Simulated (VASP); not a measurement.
Si16O (a cell with a defect), 17 atoms in the cell. The cell holds a defect, 17 atoms: a = 7.679 Å, b = 7.679 Å, c = 7.679 Å, α = 60.00°, β = 60.00°, γ = 60.00°. 

```yaml
Program: VASP 6.6.1
Task: single point
Functional: LDA
Potentials_or_basis: VASP PAW LDA potentials, release 64 (Si, O)
Cutoff: 520 eV
k_mesh: 2 × 2 × 2
Occupations: fermi-dirac, width 0.05 eV
Spin: collinear spin, ferromagnetic start
Starting_moments: "[0.0, 0.0, 0.0, 0.0, 0.0, 0.0, 0.0, 0.0, 0.0, 0.0, 0.0, 0.0, 0.0, 0.0, 0.0, 0.0, 1.0] μB"
Dipole_correction: no
Further_INCAR_settings: LREAL = Auto; ALGO = Normal; EDIFF = 1e-07; NBANDS = 53
```

Potentials or basis: VASP PAW LDA potentials, release 64 (Si, O).

The run is started by

```console
$ cat potpaw_LDA.64/Si/POTCAR potpaw_LDA.64/O/POTCAR > POTCAR
$ mpirun -np 1 vasp_std > vasp.out
```

Hardware: 1 thread of Intel Xeon 8259CL, with other jobs on the host.

Question: Estimate the wall time of this run.

Answer: It took 19 min on 1 thread of Intel Xeon 8259CL, with other jobs on the host, peak memory 0.49 GiB. Counts: scf iterations 17, k points 8.
